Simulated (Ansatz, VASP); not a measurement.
## ScH5 in VASP and in Ansatz

```
CELL_PARAMETERS angstrom
3.62779 0.00000 0.00000
0.00000 3.62779 0.00000
0.00000 0.00000 3.62779
ATOMIC_POSITIONS crystal
Sc 0.50000 0.50000 0.50000
H 0.19885 0.19885 0.19885
H 0.80115 0.80115 0.19885
H 0.80115 0.19885 0.80115
H 0.19885 0.80115 0.80115
H 0.00000 0.00000 0.00000
```

Alike in both runs: functional PBE; k mesh 6 × 6 × 6; occupations gaussian, width 0.1 eV; no spin polarisation.

Ansatz relaxed the structure, and its values are those at the end. VASP's run is a single point on that final structure, the one shown.

```csv
,VASP,Ansatz
version,VASP 6.6.1,Ansatz 0.2.0
potentials or method,"VASP PAW PBE potentials, release 64 (Sc_sv, H), cutoff 520 eV","scalar-relativistic, plane waves, PAW"
valence electrons in the cell,16,16
```

Ansatz gave:

- gap on the k mesh at the Fermi level (eV): 1.16
- least direct gap on the mesh (eV): 1.16
- pressure (GPa): 0.1
- rms of the force components (eV/Å): 0.017

Which values does VASP return?

gap on the k mesh at the Fermi level (eV): 1.15; least direct gap on the mesh (eV): 1.15; pressure (GPa): 0.0; rms of the force components (eV/Å): 0.022.

The functional is the same, so the differences come from potentials, cutoffs and numerics.
